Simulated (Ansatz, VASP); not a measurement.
# One calculation of H, two programs

INCAR

```
PREC = Accurate ; ENCUT = 520
EDIFF = 1E-7 ; ISMEAR = 0
SIGMA = 0.05 ; LREAL = False
LASPH = True ; NELM = 100
ALGO = Normal ; ISIF = 2
LWAVE = False ; LCHARG = False
GGA = PS ; NBANDS = 6
```

KPOINTS

```
Automatic mesh
0
Gamma
  10 10 26
```

The input POSCAR:

```
H
1.0
    2.8616098380      0.0000000000      0.0000000000
    0.0000000000      2.8616098380      0.0000000000
    0.0000000000      0.0000000000      0.9412732032
H
1
Direct
    0.0000000000      0.0000000000      0.5000000000
```

Input for Ansatz:

```yaml
crystal:
  lattice:
    - [2.861609838, 0.0, 0.0]
    - [0.0, 2.861609838, 0.0]
    - [0.0, 0.0, 0.9412732032]
  atoms:
    - { symbol: H, position: [0.0, 0.0, 0.5] }
basis:
  ecutwfc: 420
kpoints:
  mp_grid: { grid: [10, 10, 26] }
hamiltonian:
  xc: pbesol
scf:
  occupations: { method: gaussian, width: 0.05 }
output:
  forces: true
  stress: true
  eigenvalues: true
```

Change from the starting cell: strain +0.080 along x and y, -0.040 along z, atoms carried along.

Alike in both runs: task single point; functional PBEsol; k mesh 10 × 10 × 26; occupations gaussian, width 0.05 eV; no spin polarisation.

|  | VASP | Ansatz |
| --- | --- | --- |
| version | VASP 6.6.1 | Ansatz 0.2.0 |
| potentials or method | VASP PAW PBE potentials, release 64 (H), cutoff 520 eV | scalar-relativistic, plane waves, PAW |
| valence electrons in the cell | 1 | 1 |

|  | VASP | Ansatz | Ansatz less VASP |
| --- | --- | --- | --- |
| pressure (GPa) | 5.1 | 5.3 | +0.22 |
| traceless stress, the component that is largest in VASP (GPa) | 9.74 | 9.68 | -0.062 |

VASP's potentials were made for PBE, not for PBEsol. With one functional, cell and mesh, what is left measures potentials, basis and numerics.
